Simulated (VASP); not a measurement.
# CoO (F-43m) in VASP: single point with PBE

Aim: the single point of CoO with PBE.

All numbers are computed with VASP 6.6.1; they aren't measurements. Logs are shortened: lines on timing, memory, paths and dates and some standing lists are left out, and cuts for length are marked.

## 1. The cell of the first run

It takes space group F-43m (No. 216, cubic). The conventional cell has a = 4.500 Å, b = 4.500 Å, c = 4.500 Å, α = 90.00°, β = 90.00°, γ = 90.00°. Within 2.6 Å of Co (site symmetry -43m) lie 4 O at 1.95 Å. O (site symmetry -43m) has 4 Co at 1.95 Å within 2.6 Å.

## 2. Single point, PBE, collinear spin, ferromagnetic start

INCAR reads:

```
SYSTEM = CoO
  ALGO = Normal
  EDIFF = 1E-6
  ENCUT = 520
  GGA = PE
  ISIF = 2
  ISMEAR = 0
  ISPIN = 2
  LASPH = .True.
  LCHARG = .False.
  LMAXMIX = 4
  LORBIT = 11
  LREAL = .False.
  LWAVE = .False.
  MAGMOM = 3 0
  NBANDS = 18
  NELM = 150
  PREC = Accurate
  SIGMA = 0.1
```

KPOINTS reads:

```
k-points
0
Gamma
  16 16 16
  0 0 0
```

POSCAR reads:

```
CoO
1.0
    0.0000000000      2.2499728228      2.2499728228
    2.2499728228      0.0000000000      2.2499728228
    2.2499728228      2.2499728228      0.0000000000
Co O
1 1
Direct
    0.0000000000      0.0000000000      0.0000000000
    0.2500000000      0.2500000000      0.2500000000
```

Potentials or basis: VASP PAW PBE potentials, release 64 (Co, O).

On the command line:

```
$ cat potpaw_PBE.64/Co/POTCAR potpaw_PBE.64/O/POTCAR > POTCAR
$ mpirun -np 1 vasp_std > vasp.out
```

OUTCAR:

```text
SYSTEM = CoO
   EDIFF = 1E-6
   ENCUT = 520
   GGA = PE
   ISIF = 2
   ISMEAR = 0
   ISPIN = 2
   LASPH = .True.
   LORBIT = 11
   LREAL = .False.
   NELM = 150
   PREC = Accurate

 ion  position               nearest neighbor table
   1  0.000  0.000  0.000-   2 1.95   2 1.95   2 1.95   2 1.95
   2  0.250  0.250  0.250-   1 1.95   1 1.95   1 1.95   1 1.95

  LATTYP: Found a face centered cubic cell.
 ALAT       =     4.4999456456

  Lattice vectors:

 A1 = (   0.0000000000,   2.2499728228,   2.2499728228)
 A2 = (   2.2499728228,   0.0000000000,   2.2499728228)
 A3 = (   2.2499728228,   2.2499728228,   0.0000000000)

Analysis of symmetry for initial positions (statically):
=====================================================================
 Subroutine PRICEL returns:
 Original cell was already a primitive cell.

 Routine SETGRP: Setting up the symmetry group for a
 face centered cubic supercell.

 Subroutine GETGRP returns: Found 24 space group operations
 (whereof 24 operations were pure point group operations)
 out of a pool of 48 trial point group operations.

The static configuration has the point symmetry T_d .

Analysis of symmetry for dynamics (positions and initial velocities):
=====================================================================
 Subroutine PRICEL returns:
 Original cell was already a primitive cell.

 Routine SETGRP: Setting up the symmetry group for a
 face centered cubic supercell.

 Subroutine GETGRP returns: Found 24 space group operations
 (whereof 24 operations were pure point group operations)
 out of a pool of 48 trial point group operations.

The dynamic configuration has the point symmetry T_d .

Analysis of structural, dynamic, and magnetic symmetry:
=====================================================================
 Subroutine PRICEL returns:
 Original cell was already a primitive cell.

 Routine SETGRP: Setting up the symmetry group for a
 face centered cubic supercell.

 Subroutine GETGRP returns: Found 24 space group operations
 (whereof 24 operations were pure point group operations)
 out of a pool of 48 trial point group operations.

The overall configuration has the point symmetry T_d .

 Subroutine INISYM returns: Found 24 space group operations
 (whereof 24 operations are pure point group operations),
 and found     1 'primitive' translations

----------------------------------------------------------------------------------------

                                     Primitive cell

  volume of cell :      22.7804

  direct lattice vectors                    reciprocal lattice vectors
     0.000000000  2.249972823  2.249972823    -0.222224906  0.222224906  0.222224906
     2.249972823  0.000000000  2.249972823     0.222224906 -0.222224906  0.222224906
     2.249972823  2.249972823  0.000000000     0.222224906  0.222224906 -0.222224906

  length of vectors
     3.181942081  3.181942081  3.181942081     0.384904829  0.384904829  0.384904829

  position of ions in fractional coordinates (direct lattice)
     0.000000000  0.000000000  0.000000000
     0.250000000  0.250000000  0.250000000

  ion indices of the primitive-cell ions
   primitive index   ion index
                 1           1
                 2           2

----------------------------------------------------------------------------------------

 KPOINTS: k-points

Automatic generation of k-mesh.
 Grid dimensions read from file:
 generate k-points for:   16   16   16

 Generating k-lattice:

  Cartesian coordinates                     Fractional coordinates (reciprocal lattice)
    -0.013889057  0.013889057  0.013889057     0.062500000  0.000000000  0.000000000
     0.013889057 -0.013889057  0.013889057     0.000000000  0.062500000  0.000000000
     0.013889057  0.013889057 -0.013889057     0.000000000  0.000000000  0.062500000

  Length of vectors
     0.024056552  0.024056552  0.024056552

  Shift w.r.t. Gamma in fractional coordinates (k-lattice)
     0.000000000  0.000000000  0.000000000

 Subroutine IBZKPT returns following result:
 ===========================================

 Found    145 irreducible k-points:

 Following reciprocal coordinates:
            Coordinates               Weight
  0.000000  0.000000  0.000000      1.000000
  0.062500  0.000000  0.000000      8.000000
  0.125000  0.000000  0.000000      8.000000
  0.187500  0.000000  0.000000      8.000000
  0.250000  0.000000  0.000000      8.000000
  0.312500  0.000000  0.000000      8.000000
[... 16 lines left out ...]
 -0.125000  0.062500  0.000000     24.000000
 -0.062500  0.062500  0.000000     12.000000
 [... further k-points ...]
   k-points           NKPTS =    145   k-points in BZ     NKDIM =    145   number of bands    NBANDS=     18
   number of dos      NEDOS =    301   number of ions     NIONS =      2
   total plane-waves  NPLWV =  13824
   dimension x,y,z NGX =    24 NGY =   24 NGZ =   24
   dimension x,y,z NGXF=    48 NGYF=   48 NGZF=   48
   ions per type =               1   1
   NGX,Y,Z   is equivalent  to a cutoff of  12.54, 12.54, 12.54 a.u.
   NGXF,Y,Z  is equivalent  to a cutoff of  25.08, 25.08, 25.08 a.u.
 SYSTEM =  CoO
   PREC   = accura    normal or accurate (medium, high low for compatibility)
   ISTART =      0    job   : 0-new  1-cont  2-samecut
   ICHARG =      2    charge: 1-file 2-atom 10-const
   ISPIN  =      2    spin polarized calculation?
   LNONCOLLINEAR =      F non collinear calculations
   LSORBIT =      F    spin-orbit coupling
   LASPH  =      T    aspherical Exc in radial PAW
   ENCUT  =  520.0 eV  38.22 Ry    6.18 a.u.   5.92  5.92  5.92*2*pi/ulx,y,z
   NELM   =    150;   NELMIN=  2; NELMDL= -5     # of ELM steps
   EDIFF  = 0.1E-05   stopping-criterion for ELM
   LREAL  =      F    real-space projection
   EDIFFG = 0.1E-04   stopping-criterion for IOM
   NSW    =      0    number of steps for IOM
   IBRION =     -1    ionic relax: 0-MD 1-quasi-New 2-CG
   NFREE  =      0    steps in history (QN), initial steepest desc. (CG)
   ISIF   =      2    stress and relaxation
   ISYM   =      2    0-nonsym 1-usesym 2-fastsym
   POTIM  = 0.5000    time-step for ionic-motion
   TEBEG  =    0.0;   TEEND  =   0.0 temperature during run
   PSTRESS=    0.0 pullay stress
   NELECT =      15.0000    total number of electrons
   NUPDOWN=      -1.0000    fix difference up-down
   EMIN   =  10.00;   EMAX   =-10.00  energy-range for DOS
   EFERMI =   0.00;   METHOD = LEGACY
   ISMEAR =     0;   SIGMA  =   0.10  broadening in eV -4-tet -1-fermi 0-gaus
   EFERMI_NEDOS =   21; number of points for ismear=-14 and -15
   IALGO  =     38    algorithm
   IMIX   =      4    mixing-type and parameters
     AMIX     =   0.40;   BMIX     =  1.00
     AMIX_MAG =   1.60;   BMIX_MAG =  1.00
  volume/ion in A,a.u.               =      11.39        76.86
  Fermi-wavevector in a.u.,A,eV,Ry     =   1.424245  2.691432 27.599055  2.028473
  Thomas-Fermi vector in A             =   2.544756
   LORBIT       =     11    0 simple, 1 ext, 2 COOP (PROOUT), +10 PAW based schemes
   GGA     = PE    functional components
   LHFCALC =     F    Hartree Fock is set to
   AEXX    =    0.0000 exact exchange contribution
   IVDW    =     0    specifies the selected vdW correction
   LEPSILON=     F    determine dielectric tensor
   LRPA    =     F    only Hartree local field effects (RPA)
 spin polarized calculation
 Gauss-broadening in eV      SIGMA  =   0.10
  energy-cutoff  :      520.00
  volume of cell :       22.78
 maximum number of plane-waves:       636
   NGX = 11   NGY = 11   NGZ = 11

 number of electron      15.0000011 magnetization       2.7467853

 Free energy of the ion-electron system (eV)
  ---------------------------------------------------
  ext. energy  EPLUGINS =         0.00000000
  ---------------------------------------------------
  free energy    TOTEN  =       -13.37317062 eV

  energy without entropy =      -13.36371665  energy(sigma->0) =      -13.36844363

 E-fermi :   6.0356     XC(G=0): -11.2316

 val. band max:        6.0292007226   @ k =   0.0625   0.0625   0.0000
 cond. band min:       6.0359735590   @ k =  -0.3750   0.3750   0.0625
 fundamental gap:      0.0067728364
 Fermi energy:         6.0355658106

 spin component 1

 k-point     1 :       0.0000    0.0000    0.0000
  band No.  band energies     occupation
      1     -13.9870      1.00000
      2      -0.1112      1.00000
      3      -0.1112      1.00000
      4      -0.1111      1.00000
      5       3.8485      1.00000
      6       3.8485      1.00000
[... 10 lines left out ...]
     17      26.4591      0.00000
     18      28.8628      0.00000

 k-point     2 :       0.0625    0.0000    0.0000
  band No.  band energies     occupation
      1     -13.9639      1.00000
      2      -0.1706      1.00000
      3      -0.0955      1.00000
      4      -0.0955      1.00000
      5       3.8384      1.00000
      6       3.8385      1.00000
[... 10 lines left out ...]
     17      27.6623      0.00000
     18      29.3577      0.00000

 k-point     3 :       0.1250    0.0000    0.0000
  band No.  band energies     occupation
      1     -13.8977      1.00000
      2      -0.3235      1.00000
      3      -0.0512      1.00000
      4      -0.0511      1.00000
      5       3.8135      1.00000
      6       3.8136      1.00000
[... 10 lines left out ...]
     17      29.2498      0.00000
     18      30.4060      0.00000

 k-point     4 :       0.1875    0.0000    0.0000
  band No.  band energies     occupation
      1     -13.7976      1.00000
      2      -0.5138      1.00000
      3       0.0139      1.00000
      4       0.0139      1.00000
      5       3.7874      1.00000
      6       3.7874      1.00000
[... 375 lines left out ...]
      4       0.0496      1.00000
      5       3.7112      1.00000
      6       3.8372      1.00000
[... 10 lines left out ...]
     17      30.8134      0.00000
     18      32.1855      0.00000

 k-point    23 :      -0.1250    0.0625    0.0000
  band No.  band energies     occupation
      1     -13.8490      1.00000
      2      -0.4183      1.00000
      3      -0.0199      1.00000
      4      -0.0198      1.00000
      5       3.7502      1.00000
      6       3.8427      1.00000
[... 10 lines left out ...]
     17      29.5108      0.00000
     18      30.6946      0.00000

 k-point    24 :      -0.0625    0.0625    0.0000
  band No.  band energies     occupation
      1     -13.9264      1.00000
      2      -0.2600      1.00000
      3      -0.0712      1.00000
      4      -0.0688      1.00000
      5       3.7982      1.00000
      6       3.8477      1.00000
[... 10 lines left out ...]
     17      28.2983      0.00000
     18      29.5668      0.00000

 [... further k-points ...]

 spin component 2

 k-point     1 :       0.0000    0.0000    0.0000
  band No.  band energies     occupation
      1     -13.4727      1.00000
      2       1.0878      1.00000
      3       1.0878      1.00000
      4       1.0879      1.00000
      5       5.5066      1.00000
      6       5.5068      1.00000
[... 10 lines left out ...]
     17      26.9208      0.00000
     18      29.2638      0.00000

 k-point     2 :       0.0625    0.0000    0.0000
  band No.  band energies     occupation
      1     -13.4486      1.00000
      2       0.9910      1.00000
      3       1.0984      1.00000
      4       1.0984      1.00000
      5       5.5009      1.00000
      6       5.5011      1.00000
[... 10 lines left out ...]
     17      28.0904      0.00000
     18      29.7938      0.00000

 k-point     3 :       0.1250    0.0000    0.0000
  band No.  band energies     occupation
      1     -13.3793      1.00000
      2       0.7438      1.00000
      3       1.1276      1.00000
      4       1.1277      1.00000
      5       5.4896      1.00000
      6       5.4898      1.00000
[... 10 lines left out ...]
     17      29.6703      0.00000
     18      30.8755      0.00000

 k-point     4 :       0.1875    0.0000    0.0000
  band No.  band energies     occupation
      1     -13.2743      1.00000
      2       0.4332      1.00000
      3       1.1688      1.00000
      4       1.1688      1.00000
      5       5.4870      1.00000
      6       5.4872      1.00000
[... 375 lines left out ...]
      4       1.1964      1.00000
      5       5.4355      1.00000
      6       5.5427      1.00000
[... 10 lines left out ...]
     17      31.2426      0.00000
     18      32.6928      0.00000

 k-point    23 :      -0.1250    0.0625    0.0000
  band No.  band energies     occupation
      1     -13.3283      1.00000
      2       0.5960      1.00000
      3       1.1343      1.00000
      4       1.1523      1.00000
      5       5.4444      1.00000
      6       5.5234      1.00000
[... 10 lines left out ...]
     17      29.8967      0.00000
     18      31.1881      0.00000

 k-point    24 :      -0.0625    0.0625    0.0000
  band No.  band energies     occupation
      1     -13.4093      1.00000
      2       0.8503      1.00000
      3       1.1098      1.00000
      4       1.1170      1.00000
      5       5.4720      1.00000
      6       5.5142      1.00000
[... 10 lines left out ...]
     17      28.6596      0.00000
     18      30.0287      0.00000

 [... further k-points ...]
[... 5 lines left out ...]
  --------------------------------------------------------------------------------------
  -------------------------------------------------------------------------------------
  Total       -0.0194893     -0.0194893     -0.0194893     -0.0000000      0.0000000     -0.0000000
  in kB       -1.3707063     -1.3707063     -1.3707063     -0.0000000      0.0000000     -0.0000000
  external PRESSURE =      -1.3707063 kB  Pullay stress =       0.0000000 kB

 VOLUME and BASIS-vectors are now :
 -----------------------------------------------------------------------------
  energy-cutoff  :      520.00
  volume of cell :       22.78
      direct lattice vectors                 reciprocal lattice vectors
     0.000000000  2.249972823  2.249972823    -0.222224906  0.222224906  0.222224906
     2.249972823  0.000000000  2.249972823     0.222224906 -0.222224906  0.222224906
     2.249972823  2.249972823  0.000000000     0.222224906  0.222224906 -0.222224906

 POSITION                                       TOTAL-FORCE (eV/Angst)
 -----------------------------------------------------------------------------------
      0.00000      0.00000      0.00000         0.000000      0.000000     -0.000000
      1.12499      1.12499      1.12499        -0.000000     -0.000000      0.000000
 -----------------------------------------------------------------------------------
    total drift:                                0.000000      0.000000      0.000000

  FREE ENERGIE OF THE ION-ELECTRON SYSTEM (eV)
  ---------------------------------------------------
  free  energy   TOTEN  =       -13.3731706206 eV

  energy  without entropy=      -13.3637166466  energy(sigma->0) =      -13.36844363

 total charge

# of ion       s       p       d       tot
------------------------------------------
    1        0.346   0.451   7.209   8.006
    2        1.552   3.439   0.000   4.991
--------------------------------------------------
tot          1.899   3.890   7.209  12.997

 magnetization (x)

# of ion       s       p       d       tot
------------------------------------------
    1        0.018   0.050   2.299   2.367
    2        0.021   0.271   0.000   0.292
--------------------------------------------------
tot          0.039   0.321   2.299   2.659
```

It took 37 s on 1 thread of Intel Xeon 6975P-C (Granite Rapids), shared host; peak memory 0.21 GiB.

What came out:

| Property | Result |
| --- | --- |
| Free energy | -13.3732 eV |
| Pressure | -0.1 GPa |
| Net moment | 2.75 μB per cell |
| Site moments | Co +2.37; O +0.29 μB |
| Valence electrons inside the program's atomic spheres | Co 8.01; O 4.99 |

Caveat: a cell with one magnetic atom can't hold antiferromagnetic order, which such compounds often take; semilocal functionals often make such compounds metallic where correlation or magnetic order opens a gap, which also shifts bond lengths.
